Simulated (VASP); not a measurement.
Write the native input for VASP 6.6.1 that does the following.

```
Task                   : single point
Functional             : revPBE
Dispersion             : D3(BJ)
Potentials or basis    : VASP PAW PBE potentials, release 64 (I, Mg)
Cutoff                 : 520 eV
k mesh                 : 12 × 12 × 1
Occupations            : gaussian, width 0.03 eV
Spin                   : no spin polarisation
Dipole correction      : yes
Further INCAR settings : ALGO = Normal; EDIFF = 1e-06; NBANDS = 15; NELMDL = -8
```

The structure of MgI2 lies in POSCAR:

```
MgI2
1.0
    4.1170235585      0.0000000000      0.0000000000
   -2.0585117793      3.5654469897      0.0000000000
    0.0000000000      0.0000000000     30.5999999982
I Mg
2 1
Direct
    0.3333333333      0.6666666667      0.2290338236
    0.6666666667      0.3333333333      0.3395936274
    0.0000000000      0.0000000000      0.2843137255
```

These files were run (other wordings do the same):

INCAR

```
SYSTEM = MgI2
PREC     = Accurate       ! precision mode
ENCUT    = 520            ! plane-wave cutoff, eV
EDIFF    = 1E-6           ! SCF threshold, eV
ISMEAR   = 0              ! smearing method
SIGMA    = 0.03           ! smearing width, eV
LREAL    = .FALSE.        ! projectors in reciprocal space
LASPH    = .TRUE.         ! aspherical terms in the spheres
NELM     = 120            ! most SCF steps
ALGO     = Normal         ! electronic algorithm
ISIF     = 2              ! what is computed and relaxed
LWAVE    = .FALSE.        ! write WAVECAR
LCHARG   = .TRUE.         ! write CHGCAR
LDIPOL   = .TRUE.       
IDIPOL   = 3            
DIPOL    = 0.5 0.5 0.284
GGA      = RE             ! functional
IVDW     = 12             ! dispersion correction
LELF     = .TRUE.         ! ELF
LVHAR    = .TRUE.       
LVACPOTAV= .TRUE.       
NBANDS   = 15             ! bands
GGA_COMPAT= .FALSE.      
NELMDL   = -8
```

KPOINTS

```
Automatic mesh
0
G
  12 12 1
  0 0 0
```

Potentials or basis: VASP PAW PBE potentials, release 64 (I, Mg).

Command:

```bash
$ cat potpaw_PBE.64/I/POTCAR potpaw_PBE.64/Mg/POTCAR > POTCAR
$ mpirun -np 1 vasp_std > vasp.out
```

Results of the run:

| Item | Value |
| --- | --- |
| Largest force | 0.013 eV/Å |
| Band gap on the k mesh | 3.71 eV (least direct gap 4.19 eV) |
| Dispersion energy per atom | -0.468 eV |

Caveat: the PAW data sets were made with another functional, which shifts forces and pressure a little; spin-orbit coupling is left out, which moves the levels of the heavy elements.

It took 4.9 min on 1 thread of Intel(R) Xeon(R) Platinum 8488C (Sapphire Rapids), with other jobs on the host, peak memory 0.61 GiB.
